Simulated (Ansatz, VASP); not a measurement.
One calculation of C, two programs

```xyz
4
Lattice="2.4833 0.0000 0.0000 -1.2417 2.1506 0.0000 0.0000 0.0000 4.1363" Properties=species:S:1:pos:R:3 pbc="T T T"
C     0.0000    1.4337    0.2599
C     1.2417    0.7169    2.3280
C     0.0000    1.4337    1.8083
C     1.2417    0.7169    3.8764
```

Alike in both runs: functional LDA; k mesh 8 × 8 × 4; occupations fermi-dirac, width 0.05 eV; no spin polarisation.

Ansatz relaxed the structure, and its values are those at the end. VASP's run is a single point on that final structure, the one shown.

|  | VASP | Ansatz |
| --- | --- | --- |
| version | VASP 6.6.1 | Ansatz 0.2.0 |
| potentials or method | VASP PAW LDA potentials, release 64 (C), cutoff 520 eV | plane waves (420 eV) with PAW, scalar-relativistic |
| valence electrons in the cell | 16 | 16 |

|  | VASP | Ansatz | Ansatz less VASP |
| --- | --- | --- | --- |
| gap on the k mesh at the Fermi level (eV) | 3.39 | 3.41 | +0.015 |
| pressure (GPa) | 1.6 | 0.0 | -1.62 |

Ansatz warns that its potentials were made for another functional, while VASP's fit it. LDA's correlation is that of Perdew and Zunger in VASP and of Perdew and Wang (1992) in Ansatz.
